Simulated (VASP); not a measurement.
Wanted: the native input for a VASP 6.6.1 run.

```
Task                   : single point
Functional             : PBE
Potentials or basis    : VASP PAW PBE potentials, release 64 (Rh_pv)
Cutoff                 : 520 eV
k mesh                 : 4 × 4 × 4
Occupations            : gaussian, width 0.1 eV
Spin                   : no spin polarisation
Dipole correction      : no
Further INCAR settings : ALGO = Normal; EDIFF = 1e-06; NBANDS = 46
```

The structure of Rh lies in POSCAR:

```
Rh
1.0
    2.5776739016     -2.5782864514      0.0000000000
    2.5776739016      2.5782864514      0.0000000000
    0.0000000000      0.0000000000      6.1964862647
Rh
5
Direct
    0.5000000000      0.0000000000      0.3031879683
    0.0000000000      0.5000000000      0.6968120317
    0.0000000000      0.5000000000      0.3031879683
    0.5000000000      0.0000000000      0.6968120317
    0.0000000000      0.0000000000      0.0000000000
```

The input as run:

INCAR

```
SYSTEM = Rh
ALGO = Normal ; EDIFF = 1E-6
ENCUT = 520 ; GGA = PE
ISIF = 2 ; ISMEAR = 0
LASPH = .TRUE. ; LCHARG = .TRUE.
LELF = .TRUE. ; LREAL = .FALSE.
LVHAR = .TRUE. ; LWAVE = .FALSE.
NBANDS = 46 ; NELM = 100
PREC = Accurate ; SIGMA = 0.1
```

KPOINTS

```
k-points
0
G
  4 4 4
  0 0 0
```

Potentials or basis: VASP PAW PBE potentials, release 64 (Rh_pv).

Command:

```bash
$ cat potpaw_PBE.64/Rh_pv/POTCAR > POTCAR
$ mpirun -np 1 vasp_std > vasp.out
```

It gave:

```json
{"Pressure": "0.2 GPa", "Largest force": "0.029 eV/Å", "Band gap on the k mesh": "zero (an odd number of electrons rules out a gap without spin polarisation)"}
```

Caveat: the k points lie up to 0.43 Å⁻¹ apart, too coarse for converged energies and pressures of a metal.

Run time: 53 s on 1 thread of Intel(R) Xeon(R) Platinum 8488C (Sapphire Rapids), with other jobs on the host, peak memory 0.21 GiB.
